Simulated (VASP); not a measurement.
Write the native input for VASP 6.6.1 that does the following.

| Item | Value |
| --- | --- |
| Task | relaxation of cell and atoms |
| Functional | PBE |
| Potentials or basis | VASP PAW PBE potentials, release 64 (Li_sv, F) |
| Cutoff | 600 eV |
| k mesh | 6 × 6 × 6 |
| Occupations | gaussian, width 0.1 eV |
| Spin | no spin polarisation |
| Dipole correction | no |
| Further INCAR settings | ALGO = Normal; EDIFF = 1e-06; IBRION = 2; EDIFFG = -0.04; NSW = 90; ISIF = 3 |

The structure of Li3F lies in POSCAR:

```
Li3F
1.0
    4.2040719189      0.0000000000      0.0000000000
   -2.1020359595      3.6408330811      0.0000000000
    0.0000000000      0.0000000000      3.3980111647
Li F
3 1
Direct
    0.6666666667      0.0000000000      0.0000000000
    0.3333333333      0.3333333333      0.0000000000
    0.0000000000      0.6666666667      0.0000000000
    0.0000000000      0.0000000000      0.1250000000
```

One way to write it, as run:

INCAR

```
PREC = Accurate ; ENCUT = 600
EDIFF = 1E-6 ; ISMEAR = 0
SIGMA = 0.1 ; LREAL = False
LASPH = True ; NELM = 80
ALGO = Normal ; ISIF = 3
LWAVE = False ; LCHARG = False
GGA = PE ; IBRION = 2
NSW = 90 ; EDIFFG = -0.04
```

KPOINTS

```
Automatic mesh
0
Gamma
  6 6 6
```

Potentials or basis: VASP PAW PBE potentials, release 64 (Li_sv, F).

Launch:

```console
$ cat potpaw_PBE.64/Li_sv/POTCAR potpaw_PBE.64/F/POTCAR > POTCAR
$ mpirun -np 1 vasp_std > vasp.out
```

It gave:

```json
{
  "Relaxed volume": "14.38 Å³/atom",
  "Relaxed cell": "a = 5.015 Å, b = 5.015 Å, c = 2.641 Å, α = 90.00°, β = 90.00°, γ = 120.00°",
  "Space group after relaxing (to 0.05 Å)": "P-62m (No. 189)",
  "Energy gained by relaxing": "770.0 meV/atom",
  "Ionic steps": "33",
  "Pressure after relaxing": "-0.1 GPa",
  "Largest force after relaxing": "0.036 eV/Å",
  "Band gap on the k mesh": "zero (band 8 reaches 5.04 eV, above the bottom of band 9 at 0.76 eV)"
}
```

Caveat: the cutoff is under 1.25 times the usual one of these potentials, so pressure, stress and relaxed cells hold a basis-set (Pulay) error.

It took 6.3 min on 1 thread of Intel Xeon 6975P-C, on a shared host, peak memory 0.19 GiB.
